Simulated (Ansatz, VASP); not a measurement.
## Two plane-wave programs on Bi

```
Bi
1.0
     0.00000    3.64682    3.64682
     3.64682    0.00000    3.64682
     3.64682    3.64682    0.00000
Bi
2
Direct
  0.12500 0.12500 0.12500
  0.87500 0.87500 0.87500
```

Alike in both runs: task single point; functional LDA; k mesh 9 × 9 × 9; occupations fermi-dirac, width 0.1 eV; no spin polarisation.

```csv
,VASP,Ansatz
version,VASP 6.6.1,Ansatz 0.2.0
potentials or method,"VASP PAW LDA potentials, release 64 (Bi_d), cutoff 520 eV","plane waves (420 eV) with PAW, scalar-relativistic"
valence electrons in the cell,30,30
```

```tsv
	VASP	Ansatz	Ansatz less VASP
pressure (GPa)	-2.3	-2.3	-0.04
```

Ansatz warns that its potentials were made for another functional, while VASP's fit it. LDA's correlation is that of Perdew and Zunger in VASP and of Perdew and Wang (1992) in Ansatz.

Spin-orbit coupling is off throughout.
